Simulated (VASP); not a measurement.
A run of VASP 6.6.1 is set up as follows.

Contents of INCAR:

```
SYSTEM = As
PREC     = Accurate       ! precision mode
ENCUT    = 500            ! plane-wave cutoff, eV
EDIFF    = 1E-7           ! SCF threshold, eV
ISMEAR   = -1             ! smearing method
SIGMA    = 0.1            ! smearing width, eV
LREAL    = .FALSE.        ! projectors in reciprocal space
LASPH    = .TRUE.         ! aspherical terms in the spheres
NELM     = 120            ! most SCF steps
ALGO     = Normal         ! electronic algorithm
ISIF     = 3              ! what is computed and relaxed
LWAVE    = .FALSE.        ! write WAVECAR
LCHARG   = .FALSE.        ! write CHGCAR
IBRION   = 2              ! ionic algorithm
NSW      = 80             ! ionic steps
EDIFFG   = -0.01          ! ionic threshold
PSTRESS  = 200.0        
GGA_COMPAT= .FALSE.      
NELMIN   = 4
```

Contents of KPOINTS:

```
regular mesh
0
G
  16 16 16
  0 0 0
```

Contents of POSCAR:

```
As
1.0
    0.0000000000      2.2100000000      2.2100000000
    2.2100000000      0.0000000000      2.2100000000
    2.2100000000      2.2100000000      0.0000000000
As
1
Direct
    0.0000000000      0.0000000000      0.0000000000
```

Potentials or basis: VASP PAW LDA potentials, release 64 (As).

Launch:

```console
$ cat potpaw_LDA.64/As/POTCAR > POTCAR
$ mpirun -np 1 vasp_std > vasp.out
```

**Question.** Predict the relaxed cell.

**Answer.** a = 2.805 Å, b = 2.805 Å, c = 2.805 Å, α = 60.00°, β = 60.00°, γ = 60.00°.

**Question.** What does it give for the band gap on the k mesh?

**Answer.** Zero (an odd number of electrons rules out a gap without spin polarisation).

**Question.** Estimate the relaxed volume.

**Answer.** 15.61 Å³/atom.

Final structure:
```cif
data_structure
_symmetry_space_group_name_H-M 'P 1'
_symmetry_Int_Tables_number 1
_cell_length_a 2.8053
_cell_length_b 2.8053
_cell_length_c 2.8053
_cell_angle_alpha 60.000
_cell_angle_beta 60.000
_cell_angle_gamma 60.000
_cell_volume 15.61
loop_
_atom_site_label
_atom_site_type_symbol
_atom_site_fract_x
_atom_site_fract_y
_atom_site_fract_z
_atom_site_occupancy
As1 As 0.00000 0.00000 0.00000 1
```

Caveat: the cell is relaxed towards a set pressure, so the run minimises the enthalpy, not the energy; the volume moved by over 15 % at a fixed basis, so the end points are rough.
